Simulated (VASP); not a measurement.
# Se (Fd-3m) in VASP: a series of runs, part 2 of 2

VASP 6.6.1. Earlier steps stand in the parts before.

## 3. Relaxation of cell and atoms, PBE

This run uses another cell than the first one, of 27.27 Å³/atom.

File INCAR:

```
PREC     = Accurate       # precision mode
ENCUT    = 500            # plane-wave cutoff, eV
EDIFF    = 1E-7           # SCF threshold, eV
ISMEAR   = 0              # smearing method
SIGMA    = 0.05           # smearing width, eV
LREAL    = F              # projectors in reciprocal space
LASPH    = T              # aspherical terms in the spheres
NELM     = 120            # most SCF steps
ALGO     = Normal         # electronic algorithm
ISIF     = 3              # what is computed and relaxed
LWAVE    = F              # write WAVECAR
LCHARG   = F              # write CHGCAR
GGA      = PE             # functional
IBRION   = 2              # ionic algorithm
NSW      = 80             # ionic steps
EDIFFG   = -0.03          # ionic threshold
GGA_COMPAT= F            
NELMIN   = 4
```

File KPOINTS:

```
regular mesh
0
Gamma
  7 7 7
```

File POSCAR:

```
Se
1.0
    0.0000000000      3.0100000000      3.0100000000
    3.0100000000      0.0000000000      3.0100000000
    3.0100000000      3.0100000000      0.0000000000
Se
2
Direct
    1.0000000000      1.0000000000      1.0000000000
    0.2500000000      0.2500000000      0.2500000000
```

Potentials or basis: VASP PAW PBE potentials, release 64 (Se).

Run with:

```sh
> cat potpaw_PBE.64/Se/POTCAR > POTCAR
> mpirun -np 1 vasp_std > vasp.out
```

OUTCAR:

```text
PREC = Accurate
   ENCUT = 500
   EDIFF = 1E-7
   ISMEAR = 0
   LREAL = F
   LASPH = T
   NELM = 120
   ISIF = 3
   GGA = PE
   IBRION = 2
   NSW = 80
   EDIFFG = -0.03
   NELMIN = 4

 ion  position               nearest neighbor table
   1  0.000  0.000  0.000-   2 2.61   2 2.61   2 2.61   2 2.61
   2  0.250  0.250  0.250-   1 2.61   1 2.61   1 2.61   1 2.61

  LATTYP: Found a face centered cubic cell.
 ALAT       =     6.0200000000

  Lattice vectors:

 A1 = (   0.0000000000,   3.0100000000,   3.0100000000)
 A2 = (   3.0100000000,   0.0000000000,   3.0100000000)
 A3 = (   3.0100000000,   3.0100000000,   0.0000000000)

Analysis of symmetry for initial positions (statically):
=====================================================================
 Subroutine PRICEL returns:
 Original cell was already a primitive cell.

 Routine SETGRP: Setting up the symmetry group for a
 face centered cubic supercell.

 Subroutine GETGRP returns: Found 48 space group operations
 (whereof 24 operations were pure point group operations)
 out of a pool of 48 trial point group operations.

The static configuration has the point symmetry T_d .
 The point group associated with its full space group is O_h .

Analysis of symmetry for dynamics (positions and initial velocities):
=====================================================================
 Subroutine PRICEL returns:
 Original cell was already a primitive cell.

 Routine SETGRP: Setting up the symmetry group for a
 face centered cubic supercell.

 Subroutine GETGRP returns: Found 48 space group operations
 (whereof 24 operations were pure point group operations)
 out of a pool of 48 trial point group operations.

The dynamic configuration has the point symmetry T_d .
 The point group associated with its full space group is O_h .

[... 100 lines left out ...]
   ISYM   =      2    0-nonsym 1-usesym 2-fastsym
   POTIM  = 0.5000    time-step for ionic-motion
   TEBEG  =    0.0;   TEEND  =   0.0 temperature during run
   PSTRESS=    0.0 pullay stress
   NELECT =      12.0000    total number of electrons
   NUPDOWN=      -1.0000    fix difference up-down
   EMIN   =  10.00;   EMAX   =-10.00  energy-range for DOS
   EFERMI =   0.00;   METHOD = LEGACY
   ISMEAR =     0;   SIGMA  =   0.05  broadening in eV -4-tet -1-fermi 0-gaus
   EFERMI_NEDOS =   21; number of points for ismear=-14 and -15
   IALGO  =     38    algorithm
   IMIX   =      4    mixing-type and parameters
     AMIX     =   0.40;   BMIX     =  1.00
     AMIX_MAG =   1.60;   BMIX_MAG =  1.00
  volume/ion in A,a.u.               =      27.27       184.03
  Fermi-wavevector in a.u.,A,eV,Ry     =   0.988307  1.867630 13.289514  0.976752
  Thomas-Fermi vector in A             =   2.119825
   LORBIT       =      0    0 simple, 1 ext, 2 COOP (PROOUT), +10 PAW based schemes
   GGA     = PE    functional components
   LHFCALC =     F    Hartree Fock is set to
   AEXX    =    0.0000 exact exchange contribution
   IVDW    =     0    specifies the selected vdW correction
   LEPSILON=     F    determine dielectric tensor
   LRPA    =     F    only Hartree local field effects (RPA)
 conjugate gradient relaxation of ions
 non-spin polarized calculation
 Gauss-broadening in eV      SIGMA  =   0.05
  energy-cutoff  :      500.00
  volume of cell :       54.54
 maximum number of plane-waves:      1411
   NGX = 15   NGY = 15   NGZ = 15

--------------------------------------- Ionic step        1  -------------------------------------------

 number of electron      12.0000001 magnetization

 Free energy of the ion-electron system (eV)
  ---------------------------------------------------
  ext. energy  EPLUGINS =         0.00000000
  ---------------------------------------------------
  free energy    TOTEN  =        -5.80360606 eV

  energy without entropy =       -5.80128720  energy(sigma->0) =       -5.80244663

------------------------ aborting loop because EDIFF is reached ----------------------------------------

  FORCE on cell =-STRESS in cart. coord.  units (eV):
  Direction    XX          YY          ZZ          XY          YZ          ZX
  --------------------------------------------------------------------------------------
  -------------------------------------------------------------------------------------
  Total        2.7444241      2.7444241      2.7444241      0.0000000     -0.0000000     -0.0000000
  in kB       80.6180569     80.6180569     80.6180569      0.0000000     -0.0000000     -0.0000000
  external PRESSURE =      80.6180569 kB  Pullay stress =       0.0000000 kB
[... 59 lines left out ...]
--------------------------------------- Ionic step        3  -------------------------------------------

 number of electron      12.0000002 magnetization

 Free energy of the ion-electron system (eV)
  ---------------------------------------------------
  ext. energy  EPLUGINS =         0.00000000
  ---------------------------------------------------
  free energy    TOTEN  =        -5.99634956 eV

  energy without entropy =       -5.99286792  energy(sigma->0) =       -5.99460874

 E-fermi :   2.0551     XC(G=0):  -8.1631

 val. band max:        2.0453657799   @ k =  -0.2857   0.1429   0.0000
 cond. band min:       2.0620905157   @ k =  -0.2857   0.2857   0.0000
 fundamental gap:      0.0167247359
 Fermi energy:         2.0550744803

 k-point     1 :       0.0000    0.0000    0.0000
  band No.  band energies     occupation
      1     -13.2207      2.00000
      2      -8.2156      2.00000
      3      -1.3592      2.00000
      4      -1.3592      2.00000
      5      -1.3592      2.00000
      6       1.2863      2.00000
      7       1.2863      2.00000
      8       1.2863      2.00000
      9       6.4508      0.00000
     10       9.7039      0.00000
[... 274 lines left out ...]
  FREE ENERGIE OF THE ION-ELECTRON SYSTEM (eV)
  ---------------------------------------------------
  free  energy   TOTEN  =        -5.9963495603 eV

  energy  without entropy=       -5.9928679225  energy(sigma->0) =       -5.99460874

 reached required accuracy - stopping structural energy minimisation
```

OSZICAR:

```text
N       E                     dE             d eps       ncg     rms          rms(c)
DAV:   1     0.463479747936E+02    0.46348E+02   -0.51455E+03   400   0.977E+02
DAV:   2    -0.346972759015E+01   -0.49818E+02   -0.48569E+02   630   0.154E+02
DAV:   3    -0.579109194424E+01   -0.23214E+01   -0.22946E+01   480   0.350E+01
[... 25 lines left out ...]
DAV:   5    -0.599634686988E+01   -0.41255E-04   -0.11475E-04   406   0.776E-02    0.179E-02
DAV:   6    -0.599634829868E+01   -0.14288E-05   -0.48293E-06   426   0.169E-02    0.581E-03
DAV:   7    -0.599634922381E+01   -0.92513E-06   -0.28469E-06   416   0.129E-02    0.218E-03
DAV:   8    -0.599634947875E+01   -0.25495E-06   -0.14119E-07   384   0.270E-03    0.647E-04
DAV:   9    -0.599634956034E+01   -0.81582E-07   -0.27633E-09   200   0.430E-04
   3 F= -.59963496E+01 E0= -.59946087E+01  d E =-.192744E+00
```

Wall time 33 s (1 thread of Intel Xeon Platinum 8375C at 2.90GHz (Ice Lake), shared host); peak memory 0.18 GiB.

What came out:

```yaml
Free_energy: -5.9963 eV
Relaxed_volume: 31.63 Å³/atom
Relaxed_cell: a = 4.473 Å, b = 4.473 Å, c = 4.473 Å, α = 60.00°, β = 60.00°, γ = 60.00°
Space_group_after_relaxing_to_0.1_Å: Fd-3m (No. 227)
Energy_gained_by_relaxing: 96.4 meV/atom
Ionic_steps: 3
Pressure_after_relaxing: 0.0 GPa
Band_gap_on_the_k_mesh: zero (bands 6 and 7 overlap by 1.02 eV)
```

Step by step:
| step | energy change (eV) | largest force (eV/Å) | pressure (GPa) | volume (Å³) |
| --- | --- | --- | --- | --- |
| 1 | 0.0000 | 0.0000 | 8.06 | 54.54 |
| 2 | -0.1796 | 0.0000 | -1.47 | 66.11 |
| 3 | -0.1927 | 0.0000 | 0.04 | 63.27 |

Final structure:
```xyz
2
Lattice="0.0000 3.1627 3.1627 3.1627 0.0000 3.1627 3.1627 3.1627 0.0000" Properties=species:S:1:pos:R:3 pbc="T T T"
Se    0.0000    0.0000    0.0000
Se    1.5813    1.5813    1.5813
```

Levels at points of the mesh, in eV from the Fermi level:
```
           k point  band 2  band 3  band 4  band 5  band 6  band 7  band 8  band 9  band 10
(0.00, 0.00, 0.00)  -10.27   -3.41   -3.41   -3.41   -0.77   -0.77   -0.77    4.40     7.65
```

Caveat: the volume moved by over 15 % at a fixed basis, so the end points are rough.
